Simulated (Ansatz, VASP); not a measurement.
# One calculation of Ca, two programs

```
Ca
1.0
     3.05764    0.00000    0.00000
    -1.52882    2.64799    0.00000
     0.00000    0.00000    2.76044
Ca
1
Direct
  0.00000 0.00000 0.00000
```

Change from the starting cell: volume scaled by 0.52, LAPW.

Alike in both runs: task single point; functional PBE; k mesh 12 × 12 × 11; occupations fermi-dirac, width 0.08 eV; no spin polarisation.

|  | VASP | Ansatz |
| --- | --- | --- |
| version | VASP 6.6.1 | Ansatz 0.2.0 |
| potentials or method | VASP PAW PBE potentials, release 64 (Ca_sv), cutoff 520 eV | all-electron LAPW, scalar-relativistic |

```csv
,VASP,Ansatz,Ansatz less VASP
pressure (GPa),24.4,24.2,-0.18
"traceless stress, the component that is largest in VASP (GPa)",0.05,-0.07,-0.122
```

Ansatz ran all-electron here, and VASP with PAW potentials.
